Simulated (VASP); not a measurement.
# Ge (Im-3m) in VASP: a series of runs, part 3 of 3

VASP 6.6.1. The steps go on from the part before.

## (5) Relaxation of cell and atoms, PBEsol, target pressure -0.044 GPa, at which the enthalpy is minimised

The input, INCAR:

```
SYSTEM = Ge
ALGO     = Normal         ! electronic algorithm
EDIFF    = 1E-6           ! SCF threshold, eV
EDIFFG   = -0.005         ! ionic threshold
ENCUT    = 600            ! plane-wave cutoff, eV
GGA      = PS             ! functional
IBRION   = 2              ! ionic algorithm
ISIF     = 3              ! what is computed and relaxed
ISMEAR   = -1             ! smearing method
LASPH    = .TRUE.         ! aspherical terms in the spheres
LCHARG   = .FALSE.        ! write CHGCAR
LREAL    = .FALSE.        ! projectors in reciprocal space
LWAVE    = .FALSE.        ! write WAVECAR
NELM     = 80             ! most SCF steps
NSW      = 32             ! ionic steps
PREC     = Accurate       ! precision mode
PSTRESS  = -0.43999999999999995
SIGMA    = 0.08           ! smearing width, eV
```

The input, KPOINTS:

```
k-points
0
G
  16 16 16
  0 0 0
```

The input, POSCAR:

```
Ge
1.0
   -1.6614497616      1.6614497616      1.6614497616
    1.6614497616     -1.6614497616      1.6614497616
    1.6614497616      1.6614497616     -1.6614497616
Ge
1
Direct
    0.0000000000      0.0000000000      0.0000000000
```

Potentials or basis: VASP PAW PBE potentials, release 64 (Ge_d).

On the command line:

```
> cat potpaw_PBE.64/Ge_d/POTCAR > POTCAR
> mpirun -np 1 vasp_std > vasp.out
```

OUTCAR:

```text
SYSTEM = Ge
   EDIFF = 1E-6
   EDIFFG = -0.005
   ENCUT = 600
   GGA = PS
   IBRION = 2
   ISIF = 3
   ISMEAR = -1
   LASPH = .TRUE.
   LREAL = .FALSE.
   NELM = 80
   NSW = 32
   PREC = Accurate
   PSTRESS = -0.43999999999999995

 ion  position               nearest neighbor table
   1  0.000  0.000  0.000-

  LATTYP: Found a body centered cubic cell.
 ALAT       =     3.3228995232

  Lattice vectors:

 A1 = (  -1.6614497616,   1.6614497616,   1.6614497616)
 A2 = (   1.6614497616,  -1.6614497616,   1.6614497616)
 A3 = (   1.6614497616,   1.6614497616,  -1.6614497616)

Analysis of symmetry for initial positions (statically):
=====================================================================
 Subroutine PRICEL returns:
 Original cell was already a primitive cell.

 Routine SETGRP: Setting up the symmetry group for a
 body centered cubic supercell.

 Subroutine GETGRP returns: Found 48 space group operations
 (whereof 48 operations were pure point group operations)
 out of a pool of 48 trial point group operations.

The static configuration has the point symmetry O_h .

Analysis of symmetry for dynamics (positions and initial velocities):
=====================================================================
 Subroutine PRICEL returns:
 Original cell was already a primitive cell.

 Routine SETGRP: Setting up the symmetry group for a
 body centered cubic supercell.

 Subroutine GETGRP returns: Found 48 space group operations
 (whereof 48 operations were pure point group operations)
 out of a pool of 48 trial point group operations.

The dynamic configuration has the point symmetry O_h .

 Subroutine INISYM returns: Found 48 space group operations
 (whereof 48 operations are pure point group operations),
 and found     1 'primitive' translations

----------------------------------------------------------------------------------------

                                     Primitive cell

  volume of cell :      18.3452

  direct lattice vectors                    reciprocal lattice vectors
    -1.661449762  1.661449762  1.661449762     0.000000000  0.300941991  0.300941991
     1.661449762 -1.661449762  1.661449762     0.300941991  0.000000000  0.300941991
     1.661449762  1.661449762 -1.661449762     0.300941991  0.300941991  0.000000000

  length of vectors
     2.877715401  2.877715401  2.877715401     0.425596246  0.425596246  0.425596246

  position of ions in fractional coordinates (direct lattice)
     0.000000000  0.000000000  0.000000000

  ion indices of the primitive-cell ions
   primitive index   ion index
                 1           1

----------------------------------------------------------------------------------------

 KPOINTS: k-points

Automatic generation of k-mesh.
 Grid dimensions read from file:
 generate k-points for:   16   16   16

 Generating k-lattice:

  Cartesian coordinates                     Fractional coordinates (reciprocal lattice)
     0.000000000  0.018808874  0.018808874     0.062500000  0.000000000  0.000000000
     0.018808874  0.000000000  0.018808874     0.000000000  0.062500000  0.000000000
     0.018808874  0.018808874  0.000000000     0.000000000  0.000000000  0.062500000

  Length of vectors
     0.026599765  0.026599765  0.026599765

  Shift w.r.t. Gamma in fractional coordinates (k-lattice)
     0.000000000  0.000000000  0.000000000

 Subroutine IBZKPT returns following result:
 ===========================================

 Found    145 irreducible k-points:

 Following reciprocal coordinates:
            Coordinates               Weight
  0.000000  0.000000  0.000000      1.000000
  0.062500  0.000000  0.000000     12.000000
  0.125000  0.000000  0.000000     12.000000
  0.187500  0.000000  0.000000     12.000000
  0.250000  0.000000  0.000000     12.000000
  0.312500  0.000000  0.000000     12.000000
[... 16 lines left out ...]
  0.187500  0.187500  0.000000     24.000000
  0.250000  0.187500  0.000000     48.000000
 [... further k-points ...]
   k-points           NKPTS =    145   k-points in BZ     NKDIM =    145   number of bands    NBANDS=     11
   number of dos      NEDOS =    301   number of ions     NIONS =      1
   total plane-waves  NPLWV =  13824
   dimension x,y,z NGX =    24 NGY =   24 NGZ =   24
   dimension x,y,z NGXF=    48 NGYF=   48 NGZF=   48
   ions per type =               1
   NGX,Y,Z   is equivalent  to a cutoff of  13.86, 13.86, 13.86 a.u.
   NGXF,Y,Z  is equivalent  to a cutoff of  27.73, 27.73, 27.73 a.u.
 SYSTEM =  Ge
   PREC   = accura    normal or accurate (medium, high low for compatibility)
   ISTART =      0    job   : 0-new  1-cont  2-samecut
   ICHARG =      2    charge: 1-file 2-atom 10-const
   ISPIN  =      1    spin polarized calculation?
   LNONCOLLINEAR =      F non collinear calculations
   LSORBIT =      F    spin-orbit coupling
   LASPH  =      T    aspherical Exc in radial PAW
   ENCUT  =  600.0 eV  44.10 Ry    6.64 a.u.   5.75  5.75  5.75*2*pi/ulx,y,z
   NELM   =     80;   NELMIN=  2; NELMDL= -5     # of ELM steps
   EDIFF  = 0.1E-05   stopping-criterion for ELM
   LREAL  =      F    real-space projection
   EDIFFG = -.5E-02   stopping-criterion for IOM
   NSW    =     32    number of steps for IOM
   IBRION =      2    ionic relax: 0-MD 1-quasi-New 2-CG
   NFREE  =      1    steps in history (QN), initial steepest desc. (CG)
   ISIF   =      3    stress and relaxation
   ISYM   =      2    0-nonsym 1-usesym 2-fastsym
   POTIM  = 0.5000    time-step for ionic-motion
   TEBEG  =    0.0;   TEEND  =   0.0 temperature during run
   PSTRESS=   -0.4 pullay stress
   NELECT =      14.0000    total number of electrons
   NUPDOWN=      -1.0000    fix difference up-down
   EMIN   =  10.00;   EMAX   =-10.00  energy-range for DOS
   EFERMI =   0.00;   METHOD = LEGACY
   ISMEAR =    -1;   SIGMA  =   0.08  broadening in eV -4-tet -1-fermi 0-gaus
   EFERMI_NEDOS =   21; number of points for ismear=-14 and -15
   IALGO  =     38    algorithm
   IMIX   =      4    mixing-type and parameters
     AMIX     =   0.40;   BMIX     =  1.00
     AMIX_MAG =   1.60;   BMIX_MAG =  1.00
  volume/ion in A,a.u.               =      18.35       123.80
  Fermi-wavevector in a.u.,A,eV,Ry     =   1.496041  2.827108 30.451744  2.238140
  Thomas-Fermi vector in A             =   2.608109
   LORBIT       =      0    0 simple, 1 ext, 2 COOP (PROOUT), +10 PAW based schemes
   GGA     = PS    functional components
   LHFCALC =     F    Hartree Fock is set to
   AEXX    =    0.0000 exact exchange contribution
   IVDW    =     0    specifies the selected vdW correction
   LEPSILON=     F    determine dielectric tensor
   LRPA    =     F    only Hartree local field effects (RPA)
 conjugate gradient relaxation of ions
 non-spin polarized calculation
  energy-cutoff  :      600.00
  volume of cell :       18.35
 maximum number of plane-waves:       627
   NGX = 11   NGY = 11   NGZ = 11

 number of electron      14.0000012 magnetization

 Free energy of the ion-electron system (eV)
  ---------------------------------------------------
  ext. energy  EPLUGINS =         0.00000000
  ---------------------------------------------------
  free energy    TOTEN  =        -4.65701408 eV

  energy without entropy =       -4.64398506  energy(sigma->0) =       -4.65049957

 E-fermi :   6.9076     XC(G=0): -11.5811

 val. band max:        6.8959947492   @ k =   0.5000   0.5000   0.3750
 cond. band min:       6.9458156421   @ k =  -0.2500   0.3750   0.1250
 fundamental gap:      0.0498208929
 Fermi energy:         6.9075601989

 k-point     1 :       0.0000    0.0000    0.0000
  band No.  band energies     occupation
      1     -17.7252      2.00000
      2     -17.7252      2.00000
      3     -17.7252      2.00000
      4     -17.6308      2.00000
      5     -17.6308      2.00000
      6      -6.4553      2.00000
      7      16.3938      0.00000
      8      16.3938      0.00000
      9      16.3938      0.00000
     10      22.1298      0.00000
     11      22.1298      0.00000
[... 309 lines left out ...]
 k-point    24 :       0.2500    0.1875    0.0000
  band No.  band energies     occupation
      1     -17.7392      2.00000
      2     -17.7028      2.00000
      3     -17.6455      2.00000
      4     -17.6398      2.00000
      5     -17.6086      2.00000
      6      -2.5838      2.00000
      7       5.8454      2.00000
      8       8.2702      0.00000
      9      12.7851      0.00000
     10      18.8995      0.00000
     11      20.6430      0.00000

 [... further k-points ...]

------------------------ aborting loop because EDIFF is reached ----------------------------------------

  FORCE on cell =-STRESS in cart. coord.  units (eV):
  Direction    XX          YY          ZZ          XY          YZ          ZX
  --------------------------------------------------------------------------------------
  -------------------------------------------------------------------------------------
  Total       -0.0055995     -0.0055995     -0.0055995      0.0000000      0.0000000     -0.0000000
  in kB       -0.4890294     -0.4890294     -0.4890294      0.0000000      0.0000000     -0.0000000
  external PRESSURE =      -0.0490294 kB  Pullay stress =      -0.4400000 kB

 VOLUME and BASIS-vectors are now :
 -----------------------------------------------------------------------------
  energy-cutoff  :      600.00
  volume of cell :       18.35
      direct lattice vectors                 reciprocal lattice vectors
    -1.661449762  1.661449762  1.661449762     0.000000000  0.300941991  0.300941991
     1.661449762 -1.661449762  1.661449762     0.300941991  0.000000000  0.300941991
     1.661449762  1.661449762 -1.661449762     0.300941991  0.300941991  0.000000000

 POSITION                                       TOTAL-FORCE (eV/Angst)
 -----------------------------------------------------------------------------------
      0.00000      0.00000      0.00000        -0.000000      0.000000      0.000000
 -----------------------------------------------------------------------------------
    total drift:                               -0.000000      0.000000      0.000000

  FREE ENERGIE OF THE ION-ELECTRON SYSTEM (eV)
  ---------------------------------------------------
  free  energy   TOTEN  =        -4.6570140808 eV

  energy  without entropy=       -4.6439850635  energy(sigma->0) =       -4.65049957

  enthalpy is  TOTEN    =        -4.6620521453 eV   P V=       -0.0050380645

 reached required accuracy - stopping structural energy minimisation
```

Run time: 23 s. Hardware: 1 thread of Intel Xeon 8259CL, shared host; peak memory 0.16 GiB.

Results:

```
Free energy             : -4.6570 eV
Pressure after relaxing : 0.0 GPa
Band gap on the k mesh  : zero (bands 7 and 8 overlap by 12.49 eV)
```

Final structure:
```
Ge
1.0
    -1.66145    1.66145    1.66145
     1.66145   -1.66145    1.66145
     1.66145    1.66145   -1.66145
Ge
1
Direct
  0.00000 0.00000 0.00000
```

Caveat: the cell is relaxed towards a set pressure, so the run minimises the enthalpy, not the energy; the PAW data sets were made with another functional, which shifts forces and pressure a little.

## (6) Summary

| task | cell | cutoff (eV) | gap on the mesh (eV) | pressure (GPa) |
| --- | --- | --- | --- | --- |
| single point | a = 2.878 Å, angles 109.5°, 1 atom | 520 | none | 0.0 |
| single point | a = 2.879 Å, angles 109.5°, 1 atom | 520 | none | -0.1 |
| relaxation of cell and atoms | relaxed to -0.044 GPa from a = 2.878 Å, angles 109.5°, 1 atom | 600 | none | 0.0 |

Alike in all rows: level PBEsol; potentials or basis VASP PAW PBE potentials, release 64 (Ge_d); no spin polarisation; k mesh 16 × 16 × 16; smearing fermi-dirac 0.08 eV.

Caveats: the PAW data sets were made with another functional, which shifts forces and pressure a little; the cell is relaxed towards a set pressure, so the run minimises the enthalpy, not the energy (at least some runs).

Absolute energies hang on the potentials; compare differences alone.

The gap in the log of VASP goes by the Fermi energy; the results here count the filled bands.